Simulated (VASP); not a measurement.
# Os (P6_3/mmc) in VASP: a series of runs

The runs below take Os through single point, with PBE.

Everything below comes from runs of VASP 6.6.1. Logs are shortened: lines on timing, memory, paths and dates and some standing lists are left out, and cuts for length are marked.

## 1. The cell of the first run

Symmetry: P6_3/mmc, No. 194, hexagonal system. Conventional cell: a = 2.753 Å, b = 2.753 Å, c = 4.351 Å, α = 90.00°, β = 90.00°, γ = 120.00°. Os (site symmetry -6m2) has 12 Os at 2.69 to 2.75 Å within 3.6 Å.

## 2. Single point, PBE

Contents of INCAR:

```
SYSTEM = Os
PREC     = Accurate       ! precision mode
ENCUT    = 520            ! plane-wave cutoff, eV
EDIFF    = 1E-7           ! SCF threshold, eV
ISMEAR   = 0              ! smearing method
SIGMA    = 0.1            ! smearing width, eV
LREAL    = .FALSE.        ! projectors in reciprocal space
LASPH    = .TRUE.         ! aspherical terms in the spheres
NELM     = 100            ! most SCF steps
ALGO     = Normal         ! electronic algorithm
ISIF     = 2              ! what is computed and relaxed
LWAVE    = .FALSE.        ! write WAVECAR
LCHARG   = .FALSE.        ! write CHGCAR
GGA      = PE             ! functional
NBANDS   = 15             ! bands
```

Contents of KPOINTS:

```
Automatic mesh
0
G
  18 18 10
  0 0 0
```

Contents of POSCAR:

```
Os
1.0
    2.7528310567      0.0000000000      0.0000000000
   -1.3764155284      2.3840216275      0.0000000000
    0.0000000000      0.0000000000      4.3509656329
Os
2
Direct
    0.3333333333      0.6666666667      0.7500000000
    0.6666666667      0.3333333333      0.2500000000
```

Potentials or basis: VASP PAW PBE potentials, release 64 (Os).

Launch:

```sh
$ cat potpaw_PBE.64/Os/POTCAR > POTCAR
$ mpirun -np 1 vasp_std > vasp.out
```

OUTCAR:

```text
SYSTEM = Os
   PREC = Accurate
   ENCUT = 520
   EDIFF = 1E-7
   ISMEAR = 0
   LREAL = .FALSE.
   LASPH = .TRUE.
   NELM = 100
   ISIF = 2
   GGA = PE

 ion  position               nearest neighbor table
   1  0.333  0.667  0.750-   2 2.69   2 2.69   2 2.69   2 2.69   2 2.69   2 2.69
   2  0.667  0.333  0.250-   1 2.69   1 2.69   1 2.69   1 2.69   1 2.69   1 2.69

  LATTYP: Found a hexagonal cell.
 ALAT       =     2.7528310567
 C/A-ratio  =     1.5805421921

  Lattice vectors:

 A1 = (   2.7528310567,   0.0000000000,   0.0000000000)
 A2 = (  -1.3764155284,   2.3840216275,   0.0000000000)
 A3 = (   0.0000000000,   0.0000000000,   4.3509656329)

Analysis of symmetry for initial positions (statically):
=====================================================================
 Subroutine PRICEL returns:
 Original cell was already a primitive cell.

 Routine SETGRP: Setting up the symmetry group for a
 hexagonal supercell.

 Subroutine GETGRP returns: Found 24 space group operations
 (whereof 12 operations were pure point group operations)
 out of a pool of 24 trial point group operations.

The static configuration has the point symmetry D_3d.
 The point group associated with its full space group is D_6h.

Analysis of symmetry for dynamics (positions and initial velocities):
=====================================================================
 Subroutine PRICEL returns:
 Original cell was already a primitive cell.

 Routine SETGRP: Setting up the symmetry group for a
 hexagonal supercell.

 Subroutine GETGRP returns: Found 24 space group operations
 (whereof 12 operations were pure point group operations)
 out of a pool of 24 trial point group operations.

The dynamic configuration has the point symmetry D_3d.
 The point group associated with its full space group is D_6h.

 Subroutine INISYM returns: Found 24 space group operations
 (whereof 12 operations are pure point group operations),
 and found     1 'primitive' translations

----------------------------------------------------------------------------------------

                                     Primitive cell

  volume of cell :      28.5546

  direct lattice vectors                    reciprocal lattice vectors
     2.752831057  0.000000000  0.000000000     0.363262394  0.209729641  0.000000000
    -1.376415528  2.384021628  0.000000000     0.000000000  0.419459282  0.000000000
     0.000000000  0.000000000  4.350965633     0.000000000  0.000000000  0.229834038

  length of vectors
     2.752831057  2.752831057  4.350965633     0.419459282  0.419459282  0.229834038

  position of ions in fractional coordinates (direct lattice)
     0.333333333  0.666666667  0.750000000
     0.666666667  0.333333333  0.250000000

  ion indices of the primitive-cell ions
   primitive index   ion index
                 1           1
                 2           2

----------------------------------------------------------------------------------------

 KPOINTS: Automatic mesh

Automatic generation of k-mesh.
 Grid dimensions read from file:
 generate k-points for:   18   18   10

 Generating k-lattice:

  Cartesian coordinates                     Fractional coordinates (reciprocal lattice)
     0.020181244  0.011651647  0.000000000     0.055555556  0.000000000  0.000000000
     0.000000000  0.023303293  0.000000000     0.000000000  0.055555556  0.000000000
     0.000000000  0.000000000  0.022983404     0.000000000  0.000000000  0.100000000

  Length of vectors
     0.023303293  0.023303293  0.022983404

  Shift w.r.t. Gamma in fractional coordinates (k-lattice)
     0.000000000  0.000000000  0.000000000

 Subroutine IBZKPT returns following result:
 ===========================================

 Found    222 irreducible k-points:

 Following reciprocal coordinates:
            Coordinates               Weight
  0.000000  0.000000  0.000000      1.000000
  0.055556  0.000000  0.000000      6.000000
  0.111111  0.000000  0.000000      6.000000
  0.166667  0.000000  0.000000      6.000000
  0.222222  0.000000  0.000000      6.000000
  0.277778  0.000000  0.000000      6.000000
[... 16 lines left out ...]
  0.333333  0.111111  0.000000     12.000000
  0.388889  0.111111  0.000000     12.000000
 [... further k-points ...]
   k-points           NKPTS =    222   k-points in BZ     NKDIM =    222   number of bands    NBANDS=     15
   number of dos      NEDOS =    301   number of ions     NIONS =      2
   total plane-waves  NPLWV =  12800
   dimension x,y,z NGX =    20 NGY =   20 NGZ =   32
   dimension x,y,z NGXF=    40 NGYF=   40 NGZF=   64
   ions per type =               2
   NGX,Y,Z   is equivalent  to a cutoff of  12.08, 12.08, 12.23 a.u.
   NGXF,Y,Z  is equivalent  to a cutoff of  24.16, 24.16, 24.45 a.u.
 SYSTEM =  Os
   PREC   = accura    normal or accurate (medium, high low for compatibility)
   ISTART =      0    job   : 0-new  1-cont  2-samecut
   ICHARG =      2    charge: 1-file 2-atom 10-const
   ISPIN  =      1    spin polarized calculation?
   LNONCOLLINEAR =      F non collinear calculations
   LSORBIT =      F    spin-orbit coupling
   LASPH  =      T    aspherical Exc in radial PAW
   ENCUT  =  520.0 eV  38.22 Ry    6.18 a.u.   5.12  5.12  8.09*2*pi/ulx,y,z
   NELM   =    100;   NELMIN=  2; NELMDL= -5     # of ELM steps
   EDIFF  = 0.1E-06   stopping-criterion for ELM
   LREAL  =      F    real-space projection
   EDIFFG = 0.1E-05   stopping-criterion for IOM
   NSW    =      0    number of steps for IOM
   IBRION =     -1    ionic relax: 0-MD 1-quasi-New 2-CG
   NFREE  =      0    steps in history (QN), initial steepest desc. (CG)
   ISIF   =      2    stress and relaxation
   ISYM   =      2    0-nonsym 1-usesym 2-fastsym
   POTIM  = 0.5000    time-step for ionic-motion
   TEBEG  =    0.0;   TEEND  =   0.0 temperature during run
   PSTRESS=    0.0 pullay stress
   NELECT =      16.0000    total number of electrons
   NUPDOWN=      -1.0000    fix difference up-down
   EMIN   =  10.00;   EMAX   =-10.00  energy-range for DOS
   EFERMI =   0.00;   METHOD = LEGACY
   ISMEAR =     0;   SIGMA  =   0.10  broadening in eV -4-tet -1-fermi 0-gaus
   EFERMI_NEDOS =   21; number of points for ismear=-14 and -15
   IALGO  =     38    algorithm
   IMIX   =      4    mixing-type and parameters
     AMIX     =   0.40;   BMIX     =  1.00
     AMIX_MAG =   1.60;   BMIX_MAG =  1.00
  volume/ion in A,a.u.               =      14.28        96.35
  Fermi-wavevector in a.u.,A,eV,Ry     =   1.349656  2.550480 24.783975  1.821571
  Thomas-Fermi vector in A             =   2.477225
   LORBIT       =      0    0 simple, 1 ext, 2 COOP (PROOUT), +10 PAW based schemes
   GGA     = PE    functional components
   LHFCALC =     F    Hartree Fock is set to
   AEXX    =    0.0000 exact exchange contribution
   IVDW    =     0    specifies the selected vdW correction
   LEPSILON=     F    determine dielectric tensor
   LRPA    =     F    only Hartree local field effects (RPA)
 non-spin polarized calculation
 Gauss-broadening in eV      SIGMA  =   0.10
  energy-cutoff  :      520.00
  volume of cell :       28.55
 maximum number of plane-waves:       786
   NGX = 11   NGY = 11   NGZ = 17

 number of electron      15.9999999 magnetization

 Free energy of the ion-electron system (eV)
  ---------------------------------------------------
  ext. energy  EPLUGINS =         0.00000000
  ---------------------------------------------------
  free energy    TOTEN  =       -22.49898863 eV

  energy without entropy =      -22.49131411  energy(sigma->0) =      -22.49515137

 E-fermi :   9.1605     XC(G=0): -13.9405

 val. band max:        9.1496089093   @ k =   0.2222   0.0556   0.3000
 cond. band min:       9.1658592493   @ k =   0.4444   0.1111   0.4000
 fundamental gap:      0.0162503400
 Fermi energy:         9.1604697912

 k-point     1 :       0.0000    0.0000    0.0000
  band No.  band energies     occupation
      1      -1.5980      2.00000
      2       1.5598      2.00000
      3       6.1956      2.00000
      4       6.1956      2.00000
      5       6.4377      2.00000
      6       7.0078      2.00000
      7       7.0078      2.00000
      8       7.6453      2.00000
      9       7.6453      2.00000
     10       9.1816      0.76529
     11      10.7947      0.00000
     12      10.7947      0.00000
     13      17.9859      0.00000
     14      23.2030      0.00000
     15      25.8850      0.00000

 k-point     2 :       0.0556    0.0000    0.0000
  band No.  band energies     occupation
      1      -1.4754      2.00000
      2       1.6693      2.00000
      3       5.9164      2.00000
      4       6.3029      2.00000
      5       6.6837      2.00000
      6       6.9342      2.00000
      7       7.1079      2.00000
      8       7.4996      2.00000
      9       7.5579      2.00000
     10       8.5896      2.00000
     11      10.8551      0.00000
     12      11.5661      0.00000
     13      17.9755      0.00000
     14      23.4551      0.00000
     15      26.0458      0.00000

 k-point     3 :       0.1111    0.0000    0.0000
  band No.  band energies     occupation
      1      -1.1172      2.00000
      2       1.9762      2.00000
      3       5.5074      2.00000
      4       6.6207      2.00000
      5       6.7066      2.00000
      6       6.9079      2.00000
      7       7.0671      2.00000
      8       7.3263      2.00000
      9       7.4033      2.00000
     10       7.9670      2.00000
     11      11.0082      0.00000
     12      12.8885      0.00000
     13      17.9276      0.00000
     14      24.1355      0.00000
     15      26.4667      0.00000

 k-point     4 :       0.1667    0.0000    0.0000
  band No.  band energies     occupation
      1      -0.5552      2.00000
      2       2.4007      2.00000
      3       5.1168      2.00000
      4       6.0011      2.00000
      5       6.4450      2.00000
      6       7.0135      2.00000
      7       7.1359      2.00000
      8       7.5125      2.00000
      9       7.6391      2.00000
     10       7.8792      2.00000
     11      11.1989      0.00000
     12      14.3233      0.00000
     13      17.8154      0.00000
     14      24.7935      0.00000
     15      26.6548      0.00000
[... 307 lines left out ...]
 k-point    22 :       0.2778    0.1111    0.0000
  band No.  band energies     occupation
      1       1.8935      2.00000
      2       2.9904      2.00000
      3       3.6558      2.00000
      4       4.8391      2.00000
      5       5.8149      2.00000
      6       6.5610      2.00000
      7       7.0100      2.00000
      8       9.0927      1.66222
      9       9.9787      0.00000
     10      10.9536      0.00000
     11      11.4929      0.00000
     12      17.4907      0.00000
     13      19.1157      0.00000
     14      19.7313      0.00000
     15      21.8904      0.00000

 k-point    23 :       0.3333    0.1111    0.0000
  band No.  band energies     occupation
      1       2.3391      2.00000
      2       2.7610      2.00000
      3       3.2350      2.00000
      4       5.2784      2.00000
      5       5.7052      2.00000
      6       6.7695      2.00000
      7       6.9709      2.00000
      8       9.8985      0.00000
      9      10.6764      0.00000
     10      11.5437      0.00000
     11      11.9608      0.00000
     12      17.4603      0.00000
     13      18.0639      0.00000
     14      20.2963      0.00000
     15      20.5554      0.00000

 k-point    24 :       0.3889    0.1111    0.0000
  band No.  band energies     occupation
      1       2.5218      2.00000
      2       2.6239      2.00000
      3       2.9770      2.00000
      4       5.6532      2.00000
      5       5.7171      2.00000
      6       6.6000      2.00000
      7       7.2849      2.00000
      8      10.6904      0.00000
      9      11.1092      0.00000
     10      11.5720      0.00000
     11      12.9492      0.00000
     12      15.9212      0.00000
     13      18.4067      0.00000
     14      19.5289      0.00000
     15      21.1626      0.00000

 [... further k-points ...]
[... 5 lines left out ...]
  --------------------------------------------------------------------------------------
  -------------------------------------------------------------------------------------
  Total       -0.0246775     -0.0246775     -0.0480763      0.0000000      0.0000000      0.0000000
  in kB       -1.3846380     -1.3846380     -2.6975297      0.0000000      0.0000000      0.0000000
  external PRESSURE =      -1.8222686 kB  Pullay stress =       0.0000000 kB

 VOLUME and BASIS-vectors are now :
 -----------------------------------------------------------------------------
  energy-cutoff  :      520.00
  volume of cell :       28.55
      direct lattice vectors                 reciprocal lattice vectors
     2.752831057  0.000000000  0.000000000     0.363262394  0.209729641  0.000000000
    -1.376415528  2.384021628  0.000000000     0.000000000  0.419459282  0.000000000
     0.000000000  0.000000000  4.350965633     0.000000000  0.000000000  0.229834038

 POSITION                                       TOTAL-FORCE (eV/Angst)
 -----------------------------------------------------------------------------------
     -0.00000      1.58935      3.26322         0.000000     -0.000000      0.000000
      1.37642      0.79467      1.08774        -0.000000      0.000000      0.000000
 -----------------------------------------------------------------------------------
    total drift:                                0.000000     -0.000000     -0.000000

  FREE ENERGIE OF THE ION-ELECTRON SYSTEM (eV)
  ---------------------------------------------------
  free  energy   TOTEN  =       -22.4989886347 eV

  energy  without entropy=      -22.4913141135  energy(sigma->0) =      -22.49515137
```

It took 59 s on 1 thread of Oxide Virtual Turin-like, shared host; peak memory 0.17 GiB.

What came out:

```
Free energy            : -22.4990 eV
Pressure               : -0.2 GPa
Band gap on the k mesh : zero (band 8 reaches 11.12 eV, above the bottom of band 9 at 7.32 eV)
```

Levels at points of the mesh, in eV from the Fermi level:
| k point | band 6 | band 7 | band 8 | band 9 | band 10 | band 11 |
| --- | --- | --- | --- | --- | --- | --- |
| (0.00, 0.00, 0.00) | -2.15 | -2.15 | -1.52 | -1.52 | 0.02 | 1.63 |
| (0.50, 0.00, 0.00) | -2.51 | -1.84 | 1.96 | 2.50 | 2.62 | 4.28 |
| (0.00, 0.00, 0.50) | -3.15 | -3.15 | -3.15 | 0.86 | 0.86 | 0.86 |
| (0.50, 0.00, 0.50) | -1.17 | -0.16 | -0.16 | 2.29 | 2.29 | 3.21 |

Caveat: spin-orbit coupling is left out, which moves the levels of the heavy elements.

[end of part 1 of 2]
